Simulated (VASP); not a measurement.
CuI:

```
Cu I
1.0
     4.02290    0.00000    0.00000
     0.00000    4.02290    0.00000
     0.00000    0.00000    5.65060
Cu I
2 2
Direct
  0.00000 0.00000 0.00000
  0.50000 0.50000 0.00000
  0.00000 0.50000 0.29130
  0.50000 0.00000 0.70870
```

```yaml
Program: VASP 6.6.1
Task: relaxation of cell and atoms
Functional: PBEsol
Dispersion: D3(BJ)
Potentials_or_basis: VASP PAW PBE potentials, release 64 (Cu, I)
Cutoff: 600 eV
k_mesh: 6 × 6 × 4
Occupations: gaussian, width 0.01 eV
Spin: no spin polarisation
```

At the start: pressure 0.0 GPa; volume 22.86 Å³/atom.

Task: How do energy, volume and symmetry change on relaxing?

Result: Over 12 steps the energy falls by 5.8 meV/atom and the volume is 23.19 Å³/atom (+1.4 %); space group P4/nmm (No. 129, to 0.1 Å) before and after.

The path:
```tsv
step	energy change (eV)	largest force (eV/Å)	pressure (GPa)	volume (Å³)
1	0.0000	0.0572	0.04	91.45
2	-0.0050	0.0593	0.05	91.53
3	-0.0163	0.0629	0.05	91.74
4	-0.0203	0.0740	0.16	92.02
5	-0.0220	0.0681	0.11	91.94
6	-0.0230	0.0372	-0.03	92.46
7	-0.0232	0.0246	-0.04	92.69
8	-0.0231	0.0006	-0.12	93.14
9	-0.0232	0.0136	-0.09	92.88
10	-0.0232	0.0154	-0.07	92.85
11	-0.0230	0.0428	0.22	92.56
12	-0.0233	0.0004	0.01	92.77
```

Final structure:
```xyz
4
Lattice="3.9428 0.0000 0.0000 0.0000 3.9428 0.0000 0.0000 0.0000 5.9674" Properties=species:S:1:pos:R:3 pbc="T T T"
Cu    0.0000    0.0000    0.0000
Cu    1.9714    1.9714    0.0000
I     0.0000    1.9714    1.7001
I     1.9714    0.0000    4.2673
```

Caveat: the PAW data sets were made with another functional, which shifts forces and pressure a little.
